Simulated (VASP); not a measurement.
# TaN (P-6m2) in VASP: a series of runs

TaN is run at these levels: PBEsol; tasks: single point.

Everything below comes from runs of VASP 6.6.1. Logs are shortened: lines on timing, memory, paths and dates and some standing lists are left out, and cuts for length are marked.

## (1) The cell of the first run

It takes space group P-6m2 (No. 187, hexagonal). Conventional cell: a = 2.814 Å, b = 2.814 Å, c = 2.835 Å, α = 90.00°, β = 90.00°, γ = 120.00°. Ta (site symmetry -6m2) has 6 N at 2.16 Å and 8 Ta at 2.81 to 2.83 Å within 2.9 Å. Within 2.9 Å of N (site symmetry -6m2) lie 6 Ta at 2.16 Å and 8 N at 2.81 to 2.83 Å.

## (2) Single point, PBEsol

The input, INCAR:

```
SYSTEM = TaN
ALGO = Normal
EDIFF = 1E-7
ENCUT = 520
GGA = PS
ISIF = 2
ISMEAR = 0
LASPH = .True.
LCHARG = .False.
LREAL = .False.
LWAVE = .False.
NBANDS = 15
NELM = 100
PREC = Accurate
SIGMA = 0.15
```

The input, KPOINTS:

```
k-points
0
Gamma
  18 18 16
  0 0 0
```

The input, POSCAR:

```
TaN
1.0
    2.8144000000      0.0000000000      0.0000000000
   -1.4072000000      2.4373418964      0.0000000000
    0.0000000000      0.0000000000      2.8349000000
Ta N
1 1
Direct
    0.3333333333      0.6666666667      0.5000000000
    0.0000000000      0.0000000000      0.0000000000
```

Potentials or basis: VASP PAW PBE potentials, release 64 (Ta_pv, N).

Run with:

```sh
$ cat potpaw_PBE.64/Ta_pv/POTCAR potpaw_PBE.64/N/POTCAR > POTCAR
$ mpirun -np 1 vasp_std > vasp.out
```

OUTCAR:

```text
SYSTEM = TaN
   EDIFF = 1E-7
   ENCUT = 520
   GGA = PS
   ISIF = 2
   ISMEAR = 0
   LASPH = .True.
   LREAL = .False.
   NELM = 100
   PREC = Accurate

 ion  position               nearest neighbor table
   1  0.333  0.667  0.500-   2 2.16   2 2.16   2 2.16   2 2.16   2 2.16   2 2.16
   2  0.000  0.000  0.000-   1 2.16   1 2.16   1 2.16   1 2.16   1 2.16   1 2.16

  LATTYP: Found a hexagonal cell.
 ALAT       =     2.8144000000
 C/A-ratio  =     1.0072839682

  Lattice vectors:

 A1 = (   2.8144000000,   0.0000000000,   0.0000000000)
 A2 = (  -1.4072000000,   2.4373418964,   0.0000000000)
 A3 = (   0.0000000000,   0.0000000000,   2.8349000000)

Analysis of symmetry for initial positions (statically):
=====================================================================
 Subroutine PRICEL returns:
 Original cell was already a primitive cell.

 Routine SETGRP: Setting up the symmetry group for a
 hexagonal supercell.

 Subroutine GETGRP returns: Found 12 space group operations
 (whereof 12 operations were pure point group operations)
 out of a pool of 24 trial point group operations.

The static configuration has the point symmetry D_3h.

Analysis of symmetry for dynamics (positions and initial velocities):
=====================================================================
 Subroutine PRICEL returns:
 Original cell was already a primitive cell.

 Routine SETGRP: Setting up the symmetry group for a
 hexagonal supercell.

 Subroutine GETGRP returns: Found 12 space group operations
 (whereof 12 operations were pure point group operations)
 out of a pool of 24 trial point group operations.

The dynamic configuration has the point symmetry D_3h.

 Subroutine INISYM returns: Found 12 space group operations
 (whereof 12 operations are pure point group operations),
 and found     1 'primitive' translations

----------------------------------------------------------------------------------------

                                     Primitive cell

  volume of cell :      19.4464

  direct lattice vectors                    reciprocal lattice vectors
     2.814400000  0.000000000  0.000000000     0.355315520  0.205141511  0.000000000
    -1.407200000  2.437341896  0.000000000     0.000000000  0.410283022  0.000000000
     0.000000000  0.000000000  2.834900000     0.000000000  0.000000000  0.352746129

  length of vectors
     2.814400000  2.814400000  2.834900000     0.410283022  0.410283022  0.352746129

  position of ions in fractional coordinates (direct lattice)
     0.333333333  0.666666667  0.500000000
     0.000000000  0.000000000  0.000000000

  ion indices of the primitive-cell ions
   primitive index   ion index
                 1           1
                 2           2

----------------------------------------------------------------------------------------

 KPOINTS: k-points

Automatic generation of k-mesh.
 Grid dimensions read from file:
 generate k-points for:   18   18   16

 Generating k-lattice:

  Cartesian coordinates                     Fractional coordinates (reciprocal lattice)
     0.019739751  0.011396751  0.000000000     0.055555556 -0.000000000  0.000000000
     0.000000000  0.022793501  0.000000000     0.000000000  0.055555556  0.000000000
     0.000000000  0.000000000  0.022046633     0.000000000  0.000000000  0.062500000

  Length of vectors
     0.022793501  0.022793501  0.022046633

  Shift w.r.t. Gamma in fractional coordinates (k-lattice)
     0.000000000  0.000000000  0.000000000

 Subroutine IBZKPT returns following result:
 ===========================================

 Found    333 irreducible k-points:

 Following reciprocal coordinates:
            Coordinates               Weight
  0.000000  0.000000  0.000000      1.000000
  0.055556  0.000000  0.000000      6.000000
  0.111111  0.000000  0.000000      6.000000
  0.166667  0.000000  0.000000      6.000000
  0.222222  0.000000  0.000000      6.000000
  0.277778 -0.000000  0.000000      6.000000
[... 16 lines left out ...]
  0.333333  0.111111  0.000000     12.000000
  0.388889  0.111111  0.000000     12.000000
 [... further k-points ...]
   k-points           NKPTS =    333   k-points in BZ     NKDIM =    333   number of bands    NBANDS=     15
   number of dos      NEDOS =    301   number of ions     NIONS =      2
   total plane-waves  NPLWV =  13824
   dimension x,y,z NGX =    24 NGY =   24 NGZ =   24
   dimension x,y,z NGXF=    48 NGYF=   48 NGZF=   48
   ions per type =               1   1
   NGX,Y,Z   is equivalent  to a cutoff of  14.18, 14.18, 14.07 a.u.
   NGXF,Y,Z  is equivalent  to a cutoff of  28.35, 28.35, 28.15 a.u.
 SYSTEM =  TaN
   PREC   = accura    normal or accurate (medium, high low for compatibility)
   ISTART =      0    job   : 0-new  1-cont  2-samecut
   ICHARG =      2    charge: 1-file 2-atom 10-const
   ISPIN  =      1    spin polarized calculation?
   LNONCOLLINEAR =      F non collinear calculations
   LSORBIT =      F    spin-orbit coupling
   LASPH  =      T    aspherical Exc in radial PAW
   ENCUT  =  520.0 eV  38.22 Ry    6.18 a.u.   5.23  5.23  5.27*2*pi/ulx,y,z
   NELM   =    100;   NELMIN=  2; NELMDL= -5     # of ELM steps
   EDIFF  = 0.1E-06   stopping-criterion for ELM
   LREAL  =      F    real-space projection
   EDIFFG = 0.1E-05   stopping-criterion for IOM
   NSW    =      0    number of steps for IOM
   IBRION =     -1    ionic relax: 0-MD 1-quasi-New 2-CG
   NFREE  =      0    steps in history (QN), initial steepest desc. (CG)
   ISIF   =      2    stress and relaxation
   ISYM   =      2    0-nonsym 1-usesym 2-fastsym
   POTIM  = 0.5000    time-step for ionic-motion
   TEBEG  =    0.0;   TEEND  =   0.0 temperature during run
   PSTRESS=    0.0 pullay stress
   NELECT =      16.0000    total number of electrons
   NUPDOWN=      -1.0000    fix difference up-down
   EMIN   =  10.00;   EMAX   =-10.00  energy-range for DOS
   EFERMI =   0.00;   METHOD = LEGACY
   ISMEAR =     0;   SIGMA  =   0.15  broadening in eV -4-tet -1-fermi 0-gaus
   EFERMI_NEDOS =   21; number of points for ismear=-14 and -15
   IALGO  =     38    algorithm
   IMIX   =      4    mixing-type and parameters
     AMIX     =   0.40;   BMIX     =  1.00
     AMIX_MAG =   1.60;   BMIX_MAG =  1.00
  volume/ion in A,a.u.               =       9.72        65.62
  Fermi-wavevector in a.u.,A,eV,Ry     =   1.534033  2.898903 32.018026  2.353259
  Thomas-Fermi vector in A             =   2.641018
   LORBIT       =      0    0 simple, 1 ext, 2 COOP (PROOUT), +10 PAW based schemes
   GGA     = PS    functional components
   LHFCALC =     F    Hartree Fock is set to
   AEXX    =    0.0000 exact exchange contribution
   IVDW    =     0    specifies the selected vdW correction
   LEPSILON=     F    determine dielectric tensor
   LRPA    =     F    only Hartree local field effects (RPA)
 non-spin polarized calculation
 Gauss-broadening in eV      SIGMA  =   0.15
  energy-cutoff  :      520.00
  volume of cell :       19.45
 maximum number of plane-waves:       540
 NGX is ok and might be reduce to    24
   NGX = 11   NGY = 11   NGZ = 11

 number of electron      16.0000001 magnetization

 Free energy of the ion-electron system (eV)
  ---------------------------------------------------
  ext. energy  EPLUGINS =         0.00000000
  ---------------------------------------------------
  free energy    TOTEN  =       -23.57670442 eV

  energy without entropy =      -23.57604436  energy(sigma->0) =      -23.57637439

 E-fermi :   9.1323     XC(G=0): -14.0790

 val. band max:        9.0672293579   @ k =   0.0000   0.0000   0.4375
 cond. band min:       9.1504024497   @ k =   0.0556   0.0000   0.5000
 fundamental gap:      0.0831730918
 Fermi energy:         9.1322643705

 k-point     1 :       0.0000    0.0000    0.0000
  band No.  band energies     occupation
      1     -25.3767      2.00000
      2     -24.9210      2.00000
      3     -24.9210      2.00000
      4      -9.3058      2.00000
      5       4.3886      2.00000
      6       4.3900      2.00000
      7       4.3900      2.00000
      8       6.0263      2.00000
      9      12.4528      0.00000
     10      13.1258      0.00000
     11      13.1258      0.00000
     12      13.7421      0.00000
     13      13.7421      0.00000
     14      22.8034      0.00000
     15      23.2041      0.00000

 k-point     2 :       0.0556    0.0000    0.0000
  band No.  band energies     occupation
      1     -25.3697      2.00000
      2     -24.9747      2.00000
      3     -24.9320      2.00000
      4      -9.2247      2.00000
      5       4.1311      2.00000
      6       4.4502      2.00000
      7       4.5463      2.00000
      8       5.9088      2.00000
      9      12.7228      0.00000
     10      12.9570      0.00000
     11      13.1385      0.00000
     12      13.6986      0.00000
     13      13.8438      0.00000
     14      22.8055      0.00000
     15      23.1932      0.00000

 k-point     3 :       0.1111    0.0000    0.0000
  band No.  band energies     occupation
      1     -25.3496      2.00000
      2     -25.1267      2.00000
      3     -24.9636      2.00000
      4      -8.9915      2.00000
      5       3.6072      2.00000
      6       4.6209      2.00000
      7       4.8336      2.00000
      8       5.5901      2.00000
      9      12.5132      0.00000
     10      13.1886      0.00000
     11      13.4376      0.00000
     12      13.5756      0.00000
     13      14.1038      0.00000
     14      22.8071      0.00000
     15      23.1594      0.00000
[... 343 lines left out ...]
 k-point    23 :       0.3333    0.1111    0.0000
  band No.  band energies     occupation
      1     -26.2959      2.00000
      2     -25.3464      2.00000
      3     -25.1594      2.00000
      4      -6.7246      2.00000
      5       0.7642      2.00000
      6       3.4703      2.00000
      7       4.8350      2.00000
      8       6.6682      2.00000
      9      11.7394      0.00000
     10      11.9358      0.00000
     11      14.9985      0.00000
     12      15.8916      0.00000
     13      18.0995      0.00000
     14      22.8993      0.00000
     15      23.8230      0.00000

 k-point    24 :       0.3889    0.1111    0.0000
  band No.  band energies     occupation
      1     -26.4030      2.00000
      2     -25.3855      2.00000
      3     -25.1396      2.00000
      4      -6.4663      2.00000
      5       0.5554      2.00000
      6       3.3013      2.00000
      7       4.6523      2.00000
      8       6.7228      2.00000
      9      11.5672      0.00000
     10      12.8411      0.00000
     11      14.6479      0.00000
     12      15.9588      0.00000
     13      19.0425      0.00000
     14      22.6992      0.00000
     15      23.1329      0.00000

 [... further k-points ...]
[... 5 lines left out ...]
  --------------------------------------------------------------------------------------
  -------------------------------------------------------------------------------------
  Total        5.4300989      5.4300989      3.6154667      0.0000000      0.0000000     -0.0000000
  in kB      447.3817874    447.3817874    297.8755979      0.0000000      0.0000000     -0.0000000
  external PRESSURE =     397.5463909 kB  Pullay stress =       0.0000000 kB

 VOLUME and BASIS-vectors are now :
 -----------------------------------------------------------------------------
  energy-cutoff  :      520.00
  volume of cell :       19.45
      direct lattice vectors                 reciprocal lattice vectors
     2.814400000  0.000000000  0.000000000     0.355315520  0.205141511  0.000000000
    -1.407200000  2.437341896  0.000000000     0.000000000  0.410283022  0.000000000
     0.000000000  0.000000000  2.834900000     0.000000000  0.000000000  0.352746129

 POSITION                                       TOTAL-FORCE (eV/Angst)
 -----------------------------------------------------------------------------------
     -0.00000      1.62489      1.41745         0.000000      0.000000      0.000000
      0.00000      0.00000      0.00000        -0.000000      0.000000      0.000000
 -----------------------------------------------------------------------------------
    total drift:                                0.000000     -0.000000     -0.000000

  FREE ENERGIE OF THE ION-ELECTRON SYSTEM (eV)
  ---------------------------------------------------
  free  energy   TOTEN  =       -23.5767044209 eV

  energy  without entropy=      -23.5760443569  energy(sigma->0) =      -23.57637439
```

It took 56 s on 1 thread of Intel Xeon Platinum 8259CL at 2.50GHz (Skylake/Cascade Lake), shared host; peak memory 0.22 GiB.

What came out:

```yaml
Free_energy: -23.5767 eV
Pressure: 39.8 GPa
Band_gap_on_the_k_mesh: zero (band 8 reaches 9.57 eV, above the bottom of band 9 at 9.02 eV)
```

Levels at points of the mesh, in eV from the Fermi level:
```
           k point  band 5  band 6  band 7  band 8  band 9  band 10  band 11  band 12
(0.00, 0.00, 0.00)   -4.74   -4.74   -4.74   -3.11    3.32     3.99     3.99     4.61
(0.50, 0.00, 0.00)   -8.80   -5.91   -3.92   -3.13    3.35     5.01     5.71     6.38
(0.00, 0.00, 0.50)   -9.96   -3.81   -3.81   -0.11   -0.11     2.40     3.87     3.87
(0.50, 0.00, 0.50)   -7.86   -6.56   -6.04   -0.13    4.98     6.45     6.85     8.22
```

Caveat: the PAW data sets were made with another functional, which shifts forces and pressure a little; spin-orbit coupling is left out, which moves the levels of the heavy elements.

## (3) Single point, PBEsol

This run uses another cell than the first one, of 11.15 Å³/atom, 1.147 times its volume.

The input, INCAR:

```
  PREC = Accurate
  ENCUT = 520
  EDIFF = 1E-7
  ISMEAR = 0
  SIGMA = 0.15
  LREAL = False
  LASPH = True
  NELM = 80
  ALGO = Normal
  ISIF = 2
  LWAVE = False
  LCHARG = False
  GGA = PS
  NBANDS = 15
```

The input, KPOINTS:

```
regular mesh
0
Gamma
  18 18 16
```

The input, POSCAR:

```
TaN
1.0
    3.0337000000      0.0000000000      0.0000000000
   -1.5168500000      2.6272612675      0.0000000000
    0.0000000000      0.0000000000      2.7990000000
Ta N
1 1
Direct
    0.3333333333      0.6666666667      0.5000000000
    0.0000000000      0.0000000000      0.0000000000
```

Potentials or basis: VASP PAW PBE potentials, release 64 (Ta_pv, N).

Run with:

```sh
$ cat potpaw_PBE.64/Ta_pv/POTCAR potpaw_PBE.64/N/POTCAR > POTCAR
$ mpirun -np 1 vasp_std > vasp.out
```

It took 28 s on 1 thread of Intel Xeon 6975P-C (Granite Rapids), shared host; peak memory 0.23 GiB.

It converged, with:

* Free energy: -23.6587 eV
* Pressure: -12.8 GPa
* Band gap on the k mesh: zero (band 8 reaches 7.96 eV, above the bottom of band 9 at 7.71 eV)

Stress tensor (GPa, compression positive):
```
-24.85   0.00   0.00
  0.00 -24.85   0.00
  0.00   0.00  11.35
```

Levels at points of the mesh, in eV from the Fermi level:
```tsv
k point	band 4	band 5	band 6	band 7	band 8	band 9	band 10	band 11	band 12	band 13
(0.00, 0.00, 0.00)	-17.53	-4.87	-4.87	-3.97	-2.45	1.53	3.77	3.77	3.96	3.96
(0.50, 0.00, 0.00)	-15.47	-8.19	-4.45	-3.40	-3.38	3.16	3.28	4.64	5.35	7.46
(0.00, 0.00, 0.50)	-14.83	-9.10	-4.08	-4.08	-0.02	-0.02	2.79	2.79	3.14	7.62
(0.50, 0.00, 0.50)	-15.55	-7.19	-5.98	-5.88	-0.18	3.82	4.76	6.09	6.59	10.07
```

Caveat: the PAW data sets were made with another functional, which shifts forces and pressure a little; spin-orbit coupling is left out, which moves the levels of the heavy elements.

## (4) Single point, PBEsol

This run uses another cell than the first one, of 11.17 Å³/atom, 1.149 times its volume.

The input, INCAR:

```
ALGO     = Normal         # electronic algorithm
EDIFF    = 1E-6           # SCF threshold, eV
ENCUT    = 520            # plane-wave cutoff, eV
GGA      = PS             # functional
ISIF     = 2              # what is computed and relaxed
ISMEAR   = 0              # smearing method
LASPH    = True           # aspherical terms in the spheres
LCHARG   = False          # write CHGCAR
LREAL    = False          # projectors in reciprocal space
LWAVE    = False          # write WAVECAR
NBANDS   = 15             # bands
NELM     = 60             # most SCF steps
PREC     = Accurate       # precision mode
SIGMA    = 0.15           # smearing width, eV
```

The input, KPOINTS:

```
k-points
0
Gamma
  18 18 16
```

The input, POSCAR:

```
TaN
1.0
    2.9606000000      0.0000000000      0.0000000000
   -1.4803000000      2.5639548105      0.0000000000
    0.0000000000      0.0000000000      2.9425000000
Ta N
1 1
Direct
    0.3333333333      0.6666666667      0.5000000000
    0.0000000000      0.0000000000      0.0000000000
```

Run with:

```sh
$ cat potpaw_PBE.64/Ta_pv/POTCAR potpaw_PBE.64/N/POTCAR > POTCAR
$ mpirun -np 1 vasp_std > vasp.out
```

It took 29 s on 1 thread of Intel Xeon 6975P-C (Granite Rapids), shared host; peak memory 0.23 GiB.

The run converged. Its results:

| Property | Result |
| --- | --- |
| Free energy | -23.7486 eV |
| Pressure | -15.8 GPa |
| Band gap on the k mesh | zero (band 8 reaches 8.04 eV, above the bottom of band 9 at 7.61 eV) |

Stress tensor (GPa, compression positive):
```
-12.84   0.00   0.00
  0.00 -12.84   0.00
  0.00   0.00 -21.76
```

Levels at points of the mesh, in eV from the Fermi level:
| k point | band 6 | band 7 | band 8 | band 9 | band 10 | band 11 |
| --- | --- | --- | --- | --- | --- | --- |
| (0.00, 0.00, 0.00) | -4.27 | -4.07 | -2.90 | 2.08 | 3.40 | 3.40 |
| (0.50, 0.00, 0.00) | -5.09 | -3.33 | -2.99 | 2.82 | 3.98 | 4.97 |
| (0.00, 0.00, 0.50) | -3.48 | -3.48 | -0.08 | -0.08 | 2.19 | 3.31 |
| (0.50, 0.00, 0.50) | -6.04 | -5.37 | -0.43 | 3.94 | 5.20 | 5.68 |

Caveat: the PAW data sets were made with another functional, which shifts forces and pressure a little; spin-orbit coupling is left out, which moves the levels of the heavy elements.

## (5) Single point, PBEsol

This run uses another cell than the first one, of 11.28 Å³/atom, 1.160 times its volume.

The input, INCAR:

```
PREC = Accurate
ENCUT = 520
EDIFF = 1E-7
ISMEAR = 0
SIGMA = 0.15
LREAL = False
LASPH = True
NELM = 60
ALGO = Normal
ISIF = 2
LWAVE = False
LCHARG = False
GGA = PS
NBANDS = 15
```

The input, KPOINTS:

```
regular mesh
0
Gamma
  18 18 16
```

The input, POSCAR:

```
TaN
1.0
    3.0702000000      0.0000000000      0.0000000000
   -1.5351000000      2.6588711947      0.0000000000
    0.0000000000      0.0000000000      2.7631000000
Ta N
1 1
Direct
    0.3333333333      0.6666666667      0.5000000000
    0.0000000000      0.0000000000      0.0000000000
```

Run with:

```sh
$ cat potpaw_PBE.64/Ta_pv/POTCAR potpaw_PBE.64/N/POTCAR > POTCAR
$ mpirun -np 1 vasp_std > vasp.out
```

It took 29 s on 1 thread of Intel Xeon 6975P-C (Granite Rapids), shared host; peak memory 0.23 GiB.

Results (log left out):

```yaml
Free_energy: -23.5371 eV
Pressure: -14.6 GPa
Band_gap_on_the_k_mesh: zero (band 8 reaches 7.82 eV, above the bottom of band 9 at 7.62 eV)
```

Stress tensor (GPa, compression positive):
```
-31.36   0.00   0.00
  0.00 -31.36   0.00
  0.00   0.00  19.07
```

Levels at points of the mesh, in eV from the Fermi level:
```
           k point  band 4  band 5  band 6  band 7  band 8  band 9  band 10  band 11  band 12  band 13
(0.00, 0.00, 0.00)  -17.48   -5.00   -5.00   -3.94   -2.26    1.30     3.83     3.83     3.98     3.98
(0.50, 0.00, 0.00)  -15.50   -8.17   -4.16   -3.50   -3.38    2.97     3.25     4.39     5.41     7.52
(0.00, 0.00, 0.50)  -14.76   -9.01   -4.22   -4.22    0.01    0.01     2.58     2.58     3.36     7.46
(0.50, 0.00, 0.50)  -15.49   -7.15   -5.96   -5.91   -0.12    3.66     4.55     6.02     6.37    10.18
```

Caveat: the PAW data sets were made with another functional, which shifts forces and pressure a little; spin-orbit coupling is left out, which moves the levels of the heavy elements.

## (6) Summary

```csv
cell,gap on the mesh (eV),pressure (GPa)
"a = 2.814, b = 2.814, c = 2.835 Å, angles 90.0, 90.0, 120.0°, 2 atoms",none,39.8
"a = 3.034, b = 3.034, c = 2.799 Å, angles 90.0, 90.0, 120.0°, 2 atoms",none,-12.8
"a = 2.961, b = 2.961, c = 2.942 Å, angles 90.0, 90.0, 120.0°, 2 atoms",none,-15.8
"a = 3.070, b = 3.070, c = 2.763 Å, angles 90.0, 90.0, 120.0°, 2 atoms",none,-14.6
```

Alike in all rows: task single point; level PBEsol; potentials or basis VASP PAW PBE potentials, release 64 (Ta_pv, N); no spin polarisation; k mesh 18 × 18 × 16; cutoff (eV) 520; smearing gaussian 0.15 eV.

Caveats: the PAW data sets were made with another functional, which shifts forces and pressure a little; spin-orbit coupling is left out, which moves the levels of the heavy elements.

Total energies depend on the potentials used, so only differences within one code and one set of settings carry meaning.
